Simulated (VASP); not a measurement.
# HgTe: single point with PBEsol

The system is HgTe.

```
Hg Te
1.0
     0.00000    3.35244    3.22350
     3.35244    0.00000    3.22350
     3.35244    3.35244    0.00000
Hg Te
1 1
Direct
  0.00000 0.00000 0.00000
  0.75000 0.75000 0.75000
```

This cell differs from its parent crystal: strain +0.040 along x and y, +0.000 along z.

- Program: VASP 6.6.1
- Task: single point
- Functional: PBEsol
- Potentials or basis: VASP PAW PBE potentials, release 64 (Hg, Te)
- Cutoff: 520 eV
- k mesh: 14 × 14 × 14
- Occupations: gaussian, width 0.15 eV
- Spin: no spin polarisation
- Dipole correction: no
- Further INCAR settings: ALGO = Normal; EDIFF = 1e-06; NBANDS = 16

```yaml
Pressure: -1.8 GPa
```

Stress tensor (GPa, compression positive):
```
-1.98  0.00  0.00
 0.00 -1.98  0.00
 0.00  0.00 -1.35
```

Levels at points of the mesh, in eV from the Fermi level:
```
           k point  band 7  band 8  band 9  band 10  band 11  band 12
(0.00, 0.00, 0.00)   -1.10   -0.18   -0.18    -0.06     4.17     4.18
(0.50, 0.00, 0.00)   -5.22   -1.08   -0.92     0.49     4.81     5.02
(0.50, 0.50, 0.00)   -5.11   -2.23   -2.23     1.55     2.34     7.87
(0.50, 0.00, 0.50)   -5.28   -2.12   -2.04     1.81     2.48     7.63
```

Wall time 3.1 min on 1 thread of Intel(R) Xeon(R) Platinum 8488C (Sapphire Rapids), on a shared host, peak memory 0.43 GiB.

Caveat: the cell differs from its parent crystal (strain +0.040 along x and y, +0.000 along z); the PAW data sets were made with another functional, which shifts forces and pressure a little; spin-orbit coupling is left out, which moves the levels of the heavy elements.
